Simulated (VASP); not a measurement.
A run of VASP 6.6.1 is set up as follows.

File INCAR:

```
SYSTEM = NiO2
  PREC = Accurate
  ENCUT = 700
  EDIFF = 1E-6
  ISMEAR = 0
  SIGMA = 0.05
  LREAL = .False.
  LASPH = .True.
  NELM = 120
  ALGO = Normal
  ISIF = 2
  LWAVE = .False.
  LCHARG = .False.
  GGA = PS
  NBANDS = 22
  GGA_COMPAT = .False.
```

The input KPOINTS:

```
regular mesh
0
Gamma
  12 12 6
  0 0 0
```

The input POSCAR:

```
NiO2
1.0
    2.7304424938      0.0000000000      0.0000000000
   -1.3652212469      2.3646325632      0.0000000000
    0.0000000000      0.0000000000      5.1695467736
Ni O
1 2
Direct
    0.0000000000      0.0000000000      0.5000000000
    0.6666666667      0.3333333333      0.6373845568
    0.3333333333      0.6666666667      0.3626154432
```

Potentials or basis: VASP PAW PBE potentials, release 64 (Ni_sv_GW, O).

Command:

```sh
$ cat potpaw_PBE.64/Ni_sv_GW/POTCAR potpaw_PBE.64/O/POTCAR > POTCAR
$ mpirun -np 1 vasp_std > vasp.out
```

**Question.** Estimate the largest force.

**Answer.** 6.186 eV/Å.

**Question.** What does it give for the band gap on the k mesh?

**Answer.** 1.03 eV (least direct gap 1.69 eV).

Forces in eV/Å, atoms in the order of the input:
```
Ni   0.000  0.000  0.000
O    0.000  0.000  6.186
O    0.000  0.000 -6.186
```

Caveat: the PAW data sets were made with another functional, which shifts forces and pressure a little; the run has no spin polarisation, though such a crystal can be magnetic. Spin polarisation is off, so any magnetic state and its effect on volume and gap are missing.
